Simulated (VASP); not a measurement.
# Pt in VASP: a series of runs

The runs below take Pt through single point, with LDA.

Program: VASP 6.6.1. These are calculated values, not measurements. Logs are shortened: lines on timing, memory, paths and dates and some standing lists are left out, and cuts for length are marked.

## (1) The cell of the first run

The cell holds a slab with vacuum, 7 atoms: a = 2.753 Å, b = 2.753 Å, c = 26.681 Å, α = 90.00°, β = 90.00°, γ = 90.00°.

## (2) Single point, LDA

Contents of INCAR:

```
  PREC = Accurate
  ENCUT = 400
  EDIFF = 1E-6
  ISMEAR = 0
  SIGMA = 0.1
  LREAL = F
  LASPH = T
  NELM = 120
  ALGO = Normal
  ISIF = 2
  LWAVE = F
  LCHARG = F
  LDIPOL = T
  IDIPOL = 3
  DIPOL = 0.5 0.5 0.500
  GGA = CA
  NBANDS = 44
  GGA_COMPAT = F
  NELMDL = -8
```

Contents of KPOINTS:

```
regular mesh
0
Gamma
  13 13 1
```

Contents of POSCAR:

```
Pt
1.0
    2.7531922012      0.0000000000      0.0000000000
    0.0000000000      2.7531922012      0.0000000000
    0.0000000000      0.0000000000     26.6808052523
Pt
7
Direct
    0.5000000000      0.5000000000      0.2811009611
    0.0000000000      0.0000000000      0.3540673074
    0.5000000000      0.5000000000      0.4270336537
    0.0000000000      0.0000000000      0.5000000000
    0.5000000000      0.5000000000      0.5729663463
    0.0000000000      0.0000000000      0.6459326926
    0.5000000000      0.5000000000      0.7188990389
```

Potentials or basis: VASP PAW LDA potentials, release 64 (Pt).

Command:

```sh
$ cat potpaw_LDA.64/Pt/POTCAR > POTCAR
$ mpirun -np 1 vasp_std > vasp.out
```

OUTCAR:

```text
PREC = Accurate
   ENCUT = 400
   EDIFF = 1E-6
   ISMEAR = 0
   LREAL = F
   LASPH = T
   NELM = 120
   ISIF = 2
   GGA = CA
   NELMDL = -8

 ion  position               nearest neighbor table
   1  0.500  0.500  0.281-   2 2.75   2 2.75   2 2.75   2 2.75
   2  0.000  0.000  0.354-   1 2.75   3 2.75   1 2.75   3 2.75   1 2.75   3 2.75   1 2.75   3 2.75

   3  0.500  0.500  0.427-   2 2.75   4 2.75   2 2.75   4 2.75   2 2.75   4 2.75   2 2.75   4 2.75

   4  0.000  0.000  0.500-   3 2.75   5 2.75   3 2.75   5 2.75   3 2.75   5 2.75   3 2.75   5 2.75

   5  0.500  0.500  0.573-   4 2.75   6 2.75   4 2.75   6 2.75   4 2.75   6 2.75   4 2.75   6 2.75

   6  0.000  0.000  0.646-   5 2.75   7 2.75   5 2.75   7 2.75   5 2.75   7 2.75   5 2.75   7 2.75

   7  0.500  0.500  0.719-   6 2.75   6 2.75   6 2.75   6 2.75

  LATTYP: Found a simple tetragonal cell.
 ALAT       =     2.7531922012
 C/A-ratio  =     9.6908618442

  Lattice vectors:

 A1 = (   2.7531922012,   0.0000000000,   0.0000000000)
 A2 = (   0.0000000000,   2.7531922012,   0.0000000000)
 A3 = (   0.0000000000,   0.0000000000,  26.6808052523)

Analysis of symmetry for initial positions (statically):
=====================================================================
 Subroutine PRICEL returns:
 Original cell was already a primitive cell.

 Routine SETGRP: Setting up the symmetry group for a
 simple tetragonal supercell.

 Subroutine GETGRP returns: Found 16 space group operations
 (whereof 16 operations were pure point group operations)
 out of a pool of 16 trial point group operations.

The static configuration has the point symmetry D_4h.

Analysis of symmetry for dynamics (positions and initial velocities):
=====================================================================
 Subroutine PRICEL returns:
 Original cell was already a primitive cell.

 Routine SETGRP: Setting up the symmetry group for a
 simple tetragonal supercell.

 Subroutine GETGRP returns: Found 16 space group operations
 (whereof 16 operations were pure point group operations)
 out of a pool of 16 trial point group operations.

The dynamic configuration has the point symmetry D_4h.

[... 111 lines left out ...]
   NSW    =      0    number of steps for IOM
   IBRION =     -1    ionic relax: 0-MD 1-quasi-New 2-CG
   NFREE  =      0    steps in history (QN), initial steepest desc. (CG)
   ISIF   =      2    stress and relaxation
   ISYM   =      2    0-nonsym 1-usesym 2-fastsym
   POTIM  = 0.5000    time-step for ionic-motion
   TEBEG  =    0.0;   TEEND  =   0.0 temperature during run
   PSTRESS=    0.0 pullay stress
   NELECT =      70.0000    total number of electrons
   NUPDOWN=      -1.0000    fix difference up-down
   EMIN   =  10.00;   EMAX   =-10.00  energy-range for DOS
   EFERMI =   0.00;   METHOD = LEGACY
   ISMEAR =     0;   SIGMA  =   0.10  broadening in eV -4-tet -1-fermi 0-gaus
   EFERMI_NEDOS =   21; number of points for ismear=-14 and -15
   IALGO  =     38    algorithm
   IMIX   =      4    mixing-type and parameters
     AMIX     =   0.40;   BMIX     =  1.00
     AMIX_MAG =   1.60;   BMIX_MAG =  1.00
  volume/ion in A,a.u.               =      28.89       194.97
  Fermi-wavevector in a.u.,A,eV,Ry     =   1.149433  2.172113 17.975954  1.321195
  Thomas-Fermi vector in A             =   2.286102
   LORBIT       =      0    0 simple, 1 ext, 2 COOP (PROOUT), +10 PAW based schemes
   GGA     = CA    functional components
   LHFCALC =     F    Hartree Fock is set to
   AEXX    =    0.0000 exact exchange contribution
   IVDW    =     0    specifies the selected vdW correction
   LEPSILON=     F    determine dielectric tensor
   LRPA    =     F    only Hartree local field effects (RPA)
 non-spin polarized calculation
 Gauss-broadening in eV      SIGMA  =   0.10
  energy-cutoff  :      400.00
  volume of cell :      202.24
 maximum number of plane-waves:      3721
 NGX is ok and might be reduce to    18
   NGX =  9   NGY =  9   NGZ = 87

 number of electron      69.9999976 magnetization

 dipolmoment           0.000000      0.000000      0.000000 electrons x Angstroem

 Free energy of the ion-electron system (eV)
  ---------------------------------------------------
  ext. energy  EPLUGINS =         0.00000000
  ---------------------------------------------------
  free energy    TOTEN  =       -50.23496302 eV

  energy without entropy =      -50.16378948  energy(sigma->0) =      -50.19937625

 E-fermi :   2.9110     XC(G=0):  -7.8411

 val. band max:        2.9098853928   @ k =   0.4615   0.3846   0.0000
 cond. band min:       2.9139038089   @ k =   0.0769   0.0000   0.0000
 fundamental gap:      0.0040184162
 Fermi energy:         2.9110444974

 k-point     1 :       0.0000    0.0000    0.0000
  band No.  band energies     occupation
      1      -7.3192      2.00000
      2      -6.5377      2.00000
      3      -5.4428      2.00000
      4      -4.4372      2.00000
      5      -4.3363      2.00000
      6      -3.8659      2.00000
[... 1117 lines left out ...]
     43       9.5107      0.00000
     44       9.8863      0.00000

 [... further k-points ...]

------------------------ aborting loop because EDIFF is reached ----------------------------------------

 vacuum level on the upper side and lower side of the slab       (xc-potential included)        -0.254        -0.254

  FORCE on cell =-STRESS in cart. coord.  units (eV):
  Direction    XX          YY          ZZ          XY          YZ          ZX
  --------------------------------------------------------------------------------------
  -------------------------------------------------------------------------------------
  Total       -4.8092960     -4.8092960     -1.5265092      0.0000000     -0.0000000      0.0000000
  in kB      -38.0995720    -38.0995720    -12.0931104      0.0000000     -0.0000000      0.0000000
  external PRESSURE =     -29.4307515 kB  Pullay stress =       0.0000000 kB

 VOLUME and BASIS-vectors are now :
 -----------------------------------------------------------------------------
  energy-cutoff  :      400.00
  volume of cell :      202.24
      direct lattice vectors                 reciprocal lattice vectors
     2.753192201  0.000000000  0.000000000     0.363214744  0.000000000  0.000000000
     0.000000000  2.753192201  0.000000000     0.000000000  0.363214744  0.000000000
     0.000000000  0.000000000 26.680805252     0.000000000  0.000000000  0.037480128

 POSITION                                       TOTAL-FORCE (eV/Angst)
 -----------------------------------------------------------------------------------
      1.37660      1.37660      7.50000         0.000000      0.000000      0.380333
      0.00000      0.00000      9.44680         0.000000      0.000000     -0.365743
      1.37660      1.37660     11.39360        -0.000000     -0.000000     -0.038843
      0.00000      0.00000     13.34040         0.000000      0.000000      0.000000
      1.37660      1.37660     15.28720        -0.000000      0.000000      0.038843
      0.00000      0.00000     17.23400         0.000000      0.000000      0.365743
      1.37660      1.37660     19.18081         0.000000      0.000000     -0.380333
 -----------------------------------------------------------------------------------
    total drift:                                0.000000      0.000000     -0.000000

  FREE ENERGIE OF THE ION-ELECTRON SYSTEM (eV)
  ---------------------------------------------------
  free  energy   TOTEN  =       -50.2349630223 eV

  energy  without entropy=      -50.1637894819  energy(sigma->0) =      -50.19937625

 vacuum level on the upper side and lower side of the slab         8.739         8.739
```

OSZICAR:

```text
N       E                     dE             d eps       ncg     rms          rms(c)
DAV:   1     0.403887346032E+03    0.40389E+03   -0.29253E+04  2496   0.116E+03
DAV:   2    -0.326816363166E+02   -0.43657E+03   -0.41298E+03  2900   0.274E+02
DAV:   3    -0.527733696987E+02   -0.20092E+02   -0.18972E+02  2896   0.541E+01
[... 20 lines left out ...]
DAV:  24    -0.502349552618E+02   -0.29316E-05   -0.12370E-06  1572   0.531E-03    0.188E-03
DAV:  25    -0.502349593391E+02   -0.40773E-05   -0.97363E-07  1704   0.450E-03    0.215E-03
DAV:  26    -0.502349608595E+02   -0.15204E-05   -0.29418E-07  1548   0.272E-03    0.178E-03
DAV:  27    -0.502349622212E+02   -0.13616E-05   -0.14356E-07  1528   0.141E-03    0.555E-04
DAV:  28    -0.502349630223E+02   -0.80113E-06   -0.38232E-08  1396   0.559E-04
   1 F= -.50234963E+02 E0= -.50199376E+02  d E =-.711735E-01
```

It took 5.3 min on 1 thread of Intel Xeon Platinum 8259CL at 2.50GHz (Skylake/Cascade Lake), shared host; peak memory 0.26 GiB.

What came out:

```
Free energy            : -50.2350 eV
Largest force          : 0.380 eV/Å
Band gap on the k mesh : zero (band 35 reaches 3.86 eV, above the bottom of band 36 at 2.36 eV)
```

Forces on the atoms (eV/Å):
```
Pt   0.000  0.000  0.380
Pt   0.000  0.000 -0.366
Pt   0.000  0.000 -0.039
Pt   0.000  0.000  0.000
Pt   0.000  0.000  0.039
Pt   0.000  0.000  0.366
Pt   0.000  0.000 -0.380
```

Caveat: spin-orbit coupling is left out, which moves the levels of the heavy elements.

## (3) Single point, LDA

Contents of INCAR:

```
PREC = Accurate ; ENCUT = 400
EDIFF = 1E-6 ; ISMEAR = 0
SIGMA = 0.1 ; LREAL = F
LASPH = T ; NELM = 120
ALGO = Normal ; ISIF = 2
LWAVE = F ; LCHARG = F
LDIPOL = T ; IDIPOL = 3
DIPOL = 0.5 0.5 0.500 ; GGA = CA
NBANDS = 44 ; GGA_COMPAT = F
NELMDL = -8
```

Contents of KPOINTS:

```
Automatic mesh
0
Gamma
  13 13 1
```

Contents of POSCAR:

```
Pt
1.0
    2.7531922012      0.0000000000      0.0000000000
    0.0000000000      2.7531922012      0.0000000000
    0.0000000000      0.0000000000     26.6808052523
Pt
7
Direct
    0.5000000000      0.5000000000      0.2833508090
    0.0000000000      0.0000000000      0.3542403957
    0.5000000000      0.5000000000      0.4270296384
    0.0000000000      0.0000000000      0.4999999997
    0.5000000000      0.5000000000      0.5729703607
    0.0000000000      0.0000000000      0.6457596043
    0.5000000000      0.5000000000      0.7166491921
```

Potentials or basis: VASP PAW LDA potentials, release 64 (Pt).

Command:

```sh
$ cat potpaw_LDA.64/Pt/POTCAR > POTCAR
$ mpirun -np 1 vasp_std > vasp.out
```

OUTCAR:

```text
PREC = Accurate
   ENCUT = 400
   EDIFF = 1E-6
   ISMEAR = 0
   LREAL = F
   LASPH = T
   NELM = 120
   ISIF = 2
   GGA = CA
   NELMDL = -8

 ion  position               nearest neighbor table
   1  0.500  0.500  0.283-   2 2.71   2 2.71   2 2.71   2 2.71
   2  0.000  0.000  0.354-   1 2.71   1 2.71   1 2.71   1 2.71   3 2.75   3 2.75   3 2.75   3 2.75

   3  0.500  0.500  0.427-   2 2.75   2 2.75   2 2.75   2 2.75   4 2.75   4 2.75   4 2.75   4 2.75

   4  0.000  0.000  0.500-   5 2.75   5 2.75   5 2.75   5 2.75   3 2.75   3 2.75   3 2.75   3 2.75

   5  0.500  0.500  0.573-   6 2.75   6 2.75   6 2.75   6 2.75   4 2.75   4 2.75   4 2.75   4 2.75

   6  0.000  0.000  0.646-   7 2.71   7 2.71   7 2.71   7 2.71   5 2.75   5 2.75   5 2.75   5 2.75

   7  0.500  0.500  0.717-   6 2.71   6 2.71   6 2.71   6 2.71

  LATTYP: Found a simple tetragonal cell.
 ALAT       =     2.7531922012
 C/A-ratio  =     9.6908618442

  Lattice vectors:

[... 196 lines left out ...]
 Fermi energy:         2.9302561215

 k-point     1 :       0.0000    0.0000    0.0000
  band No.  band energies     occupation
      1      -7.3470      2.00000
      2      -6.6311      2.00000
      3      -5.5308      2.00000
      4      -4.4756      2.00000
      5      -4.3439      2.00000
      6      -3.8906      2.00000
[... 1117 lines left out ...]
     43       9.4999      0.00000
     44       9.9500      0.00000

 [... further k-points ...]

------------------------ aborting loop because EDIFF is reached ----------------------------------------

 vacuum level on the upper side and lower side of the slab       (xc-potential included)        -0.269        -0.269

  FORCE on cell =-STRESS in cart. coord.  units (eV):
  Direction    XX          YY          ZZ          XY          YZ          ZX
  --------------------------------------------------------------------------------------
  -------------------------------------------------------------------------------------
  Total       -3.2604233     -3.2604233      0.4497919      0.0000000      0.0000000     -0.0000000
  in kB      -25.8292967    -25.8292967      3.5632824      0.0000000      0.0000000     -0.0000000
  external PRESSURE =     -16.0317704 kB  Pullay stress =       0.0000000 kB

 VOLUME and BASIS-vectors are now :
 -----------------------------------------------------------------------------
  energy-cutoff  :      400.00
  volume of cell :      202.24
      direct lattice vectors                 reciprocal lattice vectors
     2.753192201  0.000000000  0.000000000     0.363214744  0.000000000  0.000000000
     0.000000000  2.753192201  0.000000000     0.000000000  0.363214744  0.000000000
     0.000000000  0.000000000 26.680805252     0.000000000  0.000000000  0.037480128

 POSITION                                       TOTAL-FORCE (eV/Angst)
 -----------------------------------------------------------------------------------
      1.37660      1.37660      7.56003         0.000000      0.000000     -0.046842
      0.00000      0.00000      9.45142         0.000000     -0.000000     -0.001600
      1.37660      1.37660     11.39349         0.000000     -0.000000      0.004333
      0.00000      0.00000     13.34040         0.000000     -0.000000      0.000000
      1.37660      1.37660     15.28731         0.000000      0.000000     -0.004333
      0.00000      0.00000     17.22939         0.000000     -0.000000      0.001600
      1.37660      1.37660     19.12078        -0.000000      0.000000      0.046842
 -----------------------------------------------------------------------------------
    total drift:                                0.000000      0.000000      0.000005

  FREE ENERGIE OF THE ION-ELECTRON SYSTEM (eV)
  ---------------------------------------------------
  free  energy   TOTEN  =       -50.2539816350 eV

  energy  without entropy=      -50.1834722805  energy(sigma->0) =      -50.21872696

 vacuum level on the upper side and lower side of the slab         8.690         8.690
```

OSZICAR:

```text
N       E                     dE             d eps       ncg     rms          rms(c)
DAV:   1     0.405863178938E+03    0.40586E+03   -0.29281E+04  2496   0.116E+03
[... 20 lines left out ...]
DAV:  22    -0.502540325481E+02    0.58583E-03   -0.10516E-03  2784   0.164E-01    0.139E-01
DAV:  23    -0.502539895829E+02    0.42965E-04   -0.60692E-05  2768   0.409E-02    0.107E-01
DAV:  24    -0.502539748822E+02    0.14701E-04   -0.13993E-05  2272   0.178E-02    0.759E-02
DAV:  25    -0.502539669231E+02    0.79592E-05   -0.86583E-05  2668   0.458E-02    0.102E-02
DAV:  26    -0.502539773520E+02   -0.10429E-04   -0.12042E-05  2596   0.160E-02    0.228E-02
DAV:  27    -0.502539811678E+02   -0.38158E-05   -0.83504E-07  1560   0.502E-03    0.234E-02
DAV:  28    -0.502539816350E+02   -0.46722E-06   -0.57706E-06  1740   0.114E-02
   1 F= -.50253982E+02 E0= -.50218727E+02  d E =-.705094E-01
```

Run time: 5.1 min. Hardware: 1 thread of Intel Xeon Platinum 8259CL at 2.50GHz (Skylake/Cascade Lake), shared host; peak memory 0.26 GiB.

Results:

- Free energy: -50.2540 eV
- Largest force: 0.047 eV/Å
- Band gap on the k mesh: zero (band 35 reaches 3.81 eV, above the bottom of band 36 at 2.36 eV)

Forces on the atoms (eV/Å):
```
Pt   0.000  0.000 -0.047
Pt   0.000  0.000 -0.002
Pt   0.000  0.000  0.004
Pt   0.000  0.000  0.000
Pt   0.000  0.000 -0.004
Pt   0.000  0.000  0.002
Pt   0.000  0.000  0.047
```

Caveat: spin-orbit coupling is left out, which moves the levels of the heavy elements.
